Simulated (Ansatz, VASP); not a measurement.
# One calculation of Be, two programs

```xyz
1
Lattice="-1.2502 1.2502 1.2502 1.2502 -1.2502 1.2502 1.2502 1.2502 -1.2502" Properties=species:S:1:pos:R:3 pbc="T T T"
Be    0.0000    0.0000    0.0000
```

Alike in both runs: task single point; functional r2SCAN; k mesh 24 × 24 × 24; occupations gaussian, width 0.05 eV; no spin polarisation.

```csv
,VASP,Ansatz
version,VASP 6.6.1,Ansatz 0.2.0
potentials or method,"VASP PAW PBE potentials, release 64 (Be), cutoff 520 eV","scalar-relativistic, plane waves, PAW"
valence electrons in the cell,2,2
```

Ansatz gave:

| Item | Value |
| --- | --- |
| gap on the k mesh at the Fermi level (eV) | none |
| pressure (GPa) | 0.0 |

What did VASP give for the same quantities?

gap on the k mesh at the Fermi level (eV): none; pressure (GPa): 0.2.

VASP's potentials were made for PBE, not for r2SCAN. A gap of «none» marks a metal or a gap that the smearing closes.
